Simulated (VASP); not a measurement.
Input of a VASP 6.6.1 run:

The input INCAR:

```
PREC = Accurate
ENCUT = 520
EDIFF = 1E-6
ISMEAR = 0
SIGMA = 0.1
LREAL = False
LASPH = True
NELM = 150
ALGO = Normal
ISIF = 2
LWAVE = False
LCHARG = False
ISPIN = 2
MAGMOM = 0.3
LORBIT = 11
LMAXMIX = 4
GGA = PE
NBANDS = 14
```

Contents of KPOINTS:

```
Automatic mesh
0
Gamma
  11 11 11
```

File POSCAR:

```
Co
1.0
    0.0000000000      1.8011500000      1.8011500000
    1.8011500000      0.0000000000      1.8011500000
    1.8011500000      1.8011500000      0.0000000000
Co
1
Direct
    0.0000000000      0.0000000000      0.0000000000
```

Potentials or basis: VASP PAW PBE potentials, release 64 (Co).

Run with:

```bash
$ cat potpaw_PBE.64/Co/POTCAR > POTCAR
$ mpirun -np 1 vasp_std > vasp.out
```

(1) Predict the net moment.

(2) Estimate the pressure.

## Answers

(1) 0.00 μB per cell.

(2) -23.8 GPa.
